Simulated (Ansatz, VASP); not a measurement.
## SnS2: VASP beside Ansatz

```xyz
3
Lattice="3.6532 0.0000 0.0000 -1.8266 3.1638 0.0000 0.0000 0.0000 6.0537" Properties=species:S:1:pos:R:3 pbc="T T T"
Sn    0.0000    0.0000    0.0000
S     0.0000    2.1092    1.4725
S     1.8266    1.0546    4.5812
```

Alike in both runs: functional PBEsol; k mesh 6 × 6 × 4; occupations gaussian, width 0.02 eV; no spin polarisation.

Ansatz relaxed the structure, and its values are those at the end. VASP's run is a single point on that final structure, the one shown.

|  | VASP | Ansatz |
| --- | --- | --- |
| version | VASP 6.6.1 | Ansatz 0.2.0 |
| potentials or method | VASP PAW PBE potentials, release 64 (Sn_d, S) | plane waves, PAW |
| plane-wave cutoff (eV) | 500 | 420 |
| valence electrons in the cell | 26 | 26 |

Ansatz gave:

* pressure (GPa): 0.0

Which values does VASP return?

Pressure (GPa): -0.1.

VASP's potentials were made for PBE, not for PBEsol.
